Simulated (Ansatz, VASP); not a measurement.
# Two plane-wave programs on Hg

INCAR

```
SYSTEM = Hg
PREC = Accurate
ENCUT = 520
EDIFF = 1E-6
ISMEAR = 0
SIGMA = 0.15
LREAL = .False.
LASPH = .True.
NELM = 80
ALGO = Normal
ISIF = 2
LWAVE = .False.
LCHARG = .False.
GGA = PE
IVDW = 12
NBANDS = 19
```

The input KPOINTS:

```
regular mesh
0
Gamma
  15 15 8
  0 0 0
```

The input POSCAR:

```
Hg
1.0
    3.2405000000      0.0000000000      0.0000000000
   -1.6202500000      2.8063553210      0.0000000000
    0.0000000000      0.0000000000      4.9690000000
Hg
2
Direct
    0.6666666667      0.3333333333      0.7500000000
    0.3333333333      0.6666666667      0.2500000000
```

Input for Ansatz:

```yaml
crystal:
  lattice:
    - [3.2405, 0.0, 0.0]
    - [-1.62025, 2.806355321, 0.0]
    - [0.0, 0.0, 4.969]
  atoms:
    - { symbol: Hg, position: [0.6666666667, 0.3333333333, 0.75] }
    - { symbol: Hg, position: [0.3333333333, 0.6666666667, 0.25] }
basis:
  ecutwfc: 420
kpoints:
  mp_grid: { grid: [15, 15, 8] }
hamiltonian:
  xc: pbe
  dispersion: d3bj
scf:
  occupations: { method: gaussian, width: 0.15 }
output:
  forces: true
  stress: true
  eigenvalues: true
```

Alike in both runs: task single point; functional PBE; dispersion D3(BJ); k mesh 15 × 15 × 8; occupations gaussian, width 0.15 eV; no spin polarisation.

|  | VASP | Ansatz |
| --- | --- | --- |
| version | VASP 6.6.1 | Ansatz 0.2.0 |
| potentials or method | VASP PAW PBE potentials, release 64 (Hg), cutoff 520 eV | scalar-relativistic, plane waves, PAW |
| valence electrons in the cell | 24 | 40 |

|  | VASP | Ansatz | Ansatz less VASP |
| --- | --- | --- | --- |
| gap on the k mesh at the Fermi level (eV) | none | none | - |
| pressure (GPa) | 4.3 | 3.8 | -0.41 |
| traceless stress, the component that is largest in VASP (GPa) | 0.50 | 0.43 | -0.070 |

A gap of «none» marks a metal or a gap that the smearing closes. VASP's potentials hold 24 valence electrons a cell and Ansatz's 40, so a difference there can come from the potentials and not from the codes.

Spin-orbit coupling is off throughout.
